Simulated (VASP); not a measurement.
Here is a VASP 6.6.1 calculation.

Contents of INCAR:

```
SYSTEM = TiB
ALGO = Normal
EDIFF = 1E-6
ENCUT = 520
GGA = PS
ISIF = 2
ISMEAR = 0
LASPH = .True.
LCHARG = .True.
LELF = .True.
LREAL = .False.
LVHAR = .True.
LWAVE = .False.
NBANDS = 14
NELM = 60
PREC = Accurate
SIGMA = 0.1
```

Contents of KPOINTS:

```
k-points
0
Gamma
  8 8 6
  0 0 0
```

The input POSCAR:

```
TiB
1.0
    2.5403248469      0.0000000000      0.0000000000
    0.0000000000      2.5403248469      0.0000000000
    0.0000000000      0.0000000000      3.2033374074
Ti B
1 1
Direct
    0.0000000000      0.0000000000      0.0000000000
    0.5000000000      0.5000000000      0.5000000000
```

Potentials or basis: VASP PAW PBE potentials, release 64 (Ti_sv, B).

The run is started by

```sh
$ cat potpaw_PBE.64/Ti_sv/POTCAR potpaw_PBE.64/B/POTCAR > POTCAR
$ mpirun -np 1 vasp_std > vasp.out
```

(1) What does it give for the pressure?

Answers

(1) 0.1 GPa.

Caveat: the PAW data sets were made with another functional, which shifts forces and pressure a little.
